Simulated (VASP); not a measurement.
Wanted: the native input for a VASP 6.6.1 run.

```
Task                   : single point
Functional             : PBE
Potentials or basis    : VASP PAW PBE potentials, release 64 (Pb_d, O)
Cutoff                 : 520 eV
k mesh                 : 6 × 6 × 10
Occupations            : gaussian, width 0.1 eV
Spin                   : no spin polarisation
Dipole correction      : no
Further INCAR settings : ALGO = Normal; EDIFF = 1e-06; NBANDS = 35
```

The structure of Pb3O2 lies in POSCAR:

```
Pb3O2
1.0
    6.8067722774      0.0000000000      0.0000000000
   -3.4033861387      5.8948377100      0.0000000000
    0.0000000000      0.0000000000      3.5856701834
Pb O
3 2
Direct
    0.5000000000      0.0000000000      0.8026517746
    0.0000000000      0.5000000000      0.8026517746
    0.5000000000      0.5000000000      0.8026517746
    0.6666666667      0.3333333333      0.4078214257
    0.3333333333      0.6666666667      0.4078214257
```

These files were run (other wordings do the same):

INCAR

```
PREC = Accurate ; ENCUT = 520
EDIFF = 1E-6 ; ISMEAR = 0
SIGMA = 0.1 ; LREAL = F
LASPH = T ; NELM = 80
ALGO = Normal ; ISIF = 2
LWAVE = F ; LCHARG = F
GGA = PE ; NBANDS = 35
```

KPOINTS

```
Automatic mesh
0
Gamma
  6 6 10
```

Potentials or basis: VASP PAW PBE potentials, release 64 (Pb_d, O).

Launch:

```console
$ cat potpaw_PBE.64/Pb_d/POTCAR potpaw_PBE.64/O/POTCAR > POTCAR
$ mpirun -np 1 vasp_std > vasp.out
```

It gave:

```json
{"Pressure": "0.0 GPa", "Largest force": "0.023 eV/Å", "Band gap on the k mesh": "zero (band 27 reaches 4.26 eV, above the bottom of band 28 at 3.64 eV)"}
```

Caveat: spin-orbit coupling is left out, which moves the levels of the heavy elements.

Wall time 2.6 min on 1 thread of Intel(R) Xeon(R) 6975P-C (Granite Rapids), on a shared host, peak memory 0.36 GiB.
